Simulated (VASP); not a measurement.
# Pt (Im-3m) in VASP: single point with PBEsol

Aim: the single point of Pt with PBEsol.

All numbers are computed with VASP 6.6.1; they aren't measurements. Logs are shortened: lines on timing, memory, paths and dates and some standing lists are left out, and cuts for length are marked.

### Step 1. The cell of the first run

Symmetry: Im-3m, No. 229, cubic system. The conventional cell has a = 3.168 Å, b = 3.168 Å, c = 3.168 Å, α = 90.00°, β = 90.00°, γ = 90.00°. Pt (site symmetry m-3m) has 14 Pt at 2.74 to 3.17 Å within 3.6 Å.

### Step 2. Single point, PBEsol

The input, INCAR:

```
SYSTEM = Pt
  ALGO = Normal
  EDIFF = 1E-6
  ENCUT = 520
  GGA = PS
  ISIF = 2
  ISMEAR = 0
  LASPH = .TRUE.
  LCHARG = .TRUE.
  LELF = .TRUE.
  LREAL = .FALSE.
  LVHAR = .TRUE.
  LWAVE = .FALSE.
  NBANDS = 11
  NELM = 100
  PREC = Accurate
  SIGMA = 0.15
```

The input, KPOINTS:

```
k-points
0
G
  22 22 22
  0 0 0
```

The input, POSCAR:

```
Pt
1.0
   -1.5842200000      1.5842200000      1.5842200000
    1.5842200000     -1.5842200000      1.5842200000
    1.5842200000      1.5842200000     -1.5842200000
Pt
1
Direct
    0.0000000000      0.0000000000      0.0000000000
```

Potentials or basis: VASP PAW PBE potentials, release 64 (Pt).

Started as:

```sh
cat potpaw_PBE.64/Pt/POTCAR > POTCAR
mpirun -np 1 vasp_std > vasp.out
```

OUTCAR:

```text
SYSTEM = Pt
   EDIFF = 1E-6
   ENCUT = 520
   GGA = PS
   ISIF = 2
   ISMEAR = 0
   LASPH = .TRUE.
   LREAL = .FALSE.
   NELM = 100
   PREC = Accurate

 ion  position               nearest neighbor table
   1  0.000  0.000  0.000-

  LATTYP: Found a body centered cubic cell.
 ALAT       =     3.1684400000

  Lattice vectors:

 A1 = (  -1.5842200000,   1.5842200000,   1.5842200000)
 A2 = (   1.5842200000,  -1.5842200000,   1.5842200000)
 A3 = (   1.5842200000,   1.5842200000,  -1.5842200000)

Analysis of symmetry for initial positions (statically):
=====================================================================
 Subroutine PRICEL returns:
 Original cell was already a primitive cell.

 Routine SETGRP: Setting up the symmetry group for a
 body centered cubic supercell.

 Subroutine GETGRP returns: Found 48 space group operations
 (whereof 48 operations were pure point group operations)
 out of a pool of 48 trial point group operations.

The static configuration has the point symmetry O_h .

Analysis of symmetry for dynamics (positions and initial velocities):
=====================================================================
 Subroutine PRICEL returns:
 Original cell was already a primitive cell.

 Routine SETGRP: Setting up the symmetry group for a
 body centered cubic supercell.

 Subroutine GETGRP returns: Found 48 space group operations
 (whereof 48 operations were pure point group operations)
 out of a pool of 48 trial point group operations.

The dynamic configuration has the point symmetry O_h .

 Subroutine INISYM returns: Found 48 space group operations
 (whereof 48 operations are pure point group operations),
 and found     1 'primitive' translations

----------------------------------------------------------------------------------------

                                     Primitive cell

  volume of cell :      15.9040

  direct lattice vectors                    reciprocal lattice vectors
    -1.584220000  1.584220000  1.584220000     0.000000000  0.315612731  0.315612731
     1.584220000 -1.584220000  1.584220000     0.315612731  0.000000000  0.315612731
     1.584220000  1.584220000 -1.584220000     0.315612731  0.315612731  0.000000000

  length of vectors
     2.743949530  2.743949530  2.743949530     0.446343804  0.446343804  0.446343804

  position of ions in fractional coordinates (direct lattice)
     0.000000000  0.000000000  0.000000000

  ion indices of the primitive-cell ions
[... 79 lines left out ...]
   NFREE  =      0    steps in history (QN), initial steepest desc. (CG)
   ISIF   =      2    stress and relaxation
   ISYM   =      2    0-nonsym 1-usesym 2-fastsym
   POTIM  = 0.5000    time-step for ionic-motion
   TEBEG  =    0.0;   TEEND  =   0.0 temperature during run
   PSTRESS=    0.0 pullay stress
   NELECT =      10.0000    total number of electrons
   NUPDOWN=      -1.0000    fix difference up-down
   EMIN   =  10.00;   EMAX   =-10.00  energy-range for DOS
   EFERMI =   0.00;   METHOD = LEGACY
   ISMEAR =     0;   SIGMA  =   0.15  broadening in eV -4-tet -1-fermi 0-gaus
   EFERMI_NEDOS =   21; number of points for ismear=-14 and -15
   IALGO  =     38    algorithm
   IMIX   =      4    mixing-type and parameters
     AMIX     =   0.40;   BMIX     =  1.00
     AMIX_MAG =   1.60;   BMIX_MAG =  1.00
  volume/ion in A,a.u.               =      15.90       107.33
  Fermi-wavevector in a.u.,A,eV,Ry     =   1.402510  2.650360 26.763132  1.967035
  Thomas-Fermi vector in A             =   2.525265
   LORBIT       =      0    0 simple, 1 ext, 2 COOP (PROOUT), +10 PAW based schemes
   GGA     = PS    functional components
   LHFCALC =     F    Hartree Fock is set to
   AEXX    =    0.0000 exact exchange contribution
   IVDW    =     0    specifies the selected vdW correction
   LEPSILON=     F    determine dielectric tensor
   LRPA    =     F    only Hartree local field effects (RPA)
 non-spin polarized calculation
 Gauss-broadening in eV      SIGMA  =   0.15
  energy-cutoff  :      520.00
  volume of cell :       15.90
 maximum number of plane-waves:       442
   NGX = 11   NGY = 11   NGZ = 11

 number of electron      10.0000000 magnetization

 Free energy of the ion-electron system (eV)
  ---------------------------------------------------
  ext. energy  EPLUGINS =         0.00000000
  ---------------------------------------------------
  free energy    TOTEN  =        -6.82943949 eV

  energy without entropy =       -6.81618785  energy(sigma->0) =       -6.82281367

 E-fermi :   9.8834     XC(G=0): -13.3084

 val. band max:        9.8809661156   @ k =  -0.3636   0.4545   0.0909
 cond. band min:       9.8838036229   @ k =  -0.3636   0.5000   0.1818
 fundamental gap:      0.0028375073
 Fermi energy:         9.8833914913

 k-point     1 :       0.0000    0.0000    0.0000
  band No.  band energies     occupation
      1       0.4059      2.00000
      2       6.4513      2.00000
      3       6.4513      2.00000
      4       6.4513      2.00000
      5       8.9382      2.00000
      6       8.9382      2.00000
      7      26.9879      0.00000
      8      26.9879      0.00000
      9      26.9879      0.00000
     10      36.9132      0.00000
     11      36.9135      0.00000
[... 309 lines left out ...]
 k-point    24 :       0.1364    0.0909   -0.0000
  band No.  band energies     occupation
      1       1.8712      2.00000
      2       6.0232      2.00000
      3       6.2220      2.00000
      4       7.7590      2.00000
      5       8.4319      2.00000
      6       9.0546      2.00000
      7      26.5669      0.00000
      8      26.8233      0.00000
      9      28.5218      0.00000
     10      30.6562      0.00000
     11      32.6508      0.00000

 [... further k-points ...]

------------------------ aborting loop because EDIFF is reached ----------------------------------------

  FORCE on cell =-STRESS in cart. coord.  units (eV):
  Direction    XX          YY          ZZ          XY          YZ          ZX
  --------------------------------------------------------------------------------------
  -------------------------------------------------------------------------------------
  Total       -1.1209844     -1.1209844     -1.1209844      0.0000000      0.0000000     -0.0000000
  in kB     -112.9285330   -112.9285330   -112.9285330      0.0000000      0.0000000     -0.0000000
  external PRESSURE =    -112.9285330 kB  Pullay stress =       0.0000000 kB

 VOLUME and BASIS-vectors are now :
 -----------------------------------------------------------------------------
  energy-cutoff  :      520.00
  volume of cell :       15.90
      direct lattice vectors                 reciprocal lattice vectors
    -1.584220000  1.584220000  1.584220000     0.000000000  0.315612731  0.315612731
     1.584220000 -1.584220000  1.584220000     0.315612731  0.000000000  0.315612731
     1.584220000  1.584220000 -1.584220000     0.315612731  0.315612731  0.000000000

 POSITION                                       TOTAL-FORCE (eV/Angst)
 -----------------------------------------------------------------------------------
      0.00000      0.00000      0.00000         0.000000     -0.000000      0.000000
 -----------------------------------------------------------------------------------
    total drift:                                0.000000     -0.000000     -0.000000

  FREE ENERGIE OF THE ION-ELECTRON SYSTEM (eV)
  ---------------------------------------------------
  free  energy   TOTEN  =        -6.8294394882 eV

  energy  without entropy=       -6.8161878480  energy(sigma->0) =       -6.82281367
```

OSZICAR:

```text
N       E                     dE             d eps       ncg     rms          rms(c)
DAV:   1     0.377343553024E+02    0.37734E+02   -0.53123E+03  7384   0.839E+02
DAV:   2    -0.669517407709E+01   -0.44430E+02   -0.42534E+02  8188   0.172E+02
DAV:   3    -0.726601050706E+01   -0.57084E+00   -0.56802E+00  8360   0.187E+01
DAV:   4    -0.726830669604E+01   -0.22962E-02   -0.22960E-02  8342   0.139E+00
DAV:   5    -0.726832559344E+01   -0.18897E-04   -0.18899E-04  8542   0.117E-01    0.111E+01
DAV:   6    -0.686950876532E+01    0.39882E+00   -0.97490E-01  7717   0.759E+00    0.563E+00
DAV:   7    -0.683314500231E+01    0.36364E-01   -0.12874E-01  8305   0.268E+00    0.239E+00
DAV:   8    -0.682972252478E+01    0.34225E-02   -0.52069E-03  7789   0.654E-01    0.611E-01
DAV:   9    -0.682943594169E+01    0.28658E-03   -0.26633E-04  8122   0.146E-01    0.225E-02
DAV:  10    -0.682943931842E+01   -0.33767E-05   -0.31093E-06  8497   0.129E-02    0.434E-03
DAV:  11    -0.682943948817E+01   -0.16976E-06   -0.44191E-08  4778   0.205E-03
   1 F= -.68294395E+01 E0= -.68228137E+01  d E =-.132516E-01
```

stdout:

```text
POSCAR found type information on POSCAR Pt
 POSCAR found :  1 types and       1 ions
 scaLAPACK will be used
 -----------------------------------------------------------------------------
|                                                                             |
|                                                                             |
|     You enforced a specific xc type in the INCAR file but a different       |
|     I HOPE YOU KNOW WHAT YOU ARE DOING!                                     |
|                                                                             |
 -----------------------------------------------------------------------------

 LDA part: xc-table for (Slater+PW92), standard interpolation
 POSCAR, INCAR and KPOINTS ok, starting setup
 FFT: planning ... GRIDC
 FFT: planning ... GRID_SOFT
 FFT: planning ... GRID
 WAVECAR not read
 entering main loop
```

Run time: 22 s. Hardware: 1 thread of AMD EPYC 9R45 (Zen 5), shared host; peak memory 0.14 GiB.

What came out:

| Quantity | Value |
| --- | --- |
| Free energy | -6.8294 eV |
| Pressure | -11.3 GPa |
| Band gap on the k mesh | zero (band 5 reaches 10.90 eV, above the bottom of band 6 at 8.79 eV) |

Caveat: the PAW data sets were made with another functional, which shifts forces and pressure a little; spin-orbit coupling is left out, which moves the levels of the heavy elements.
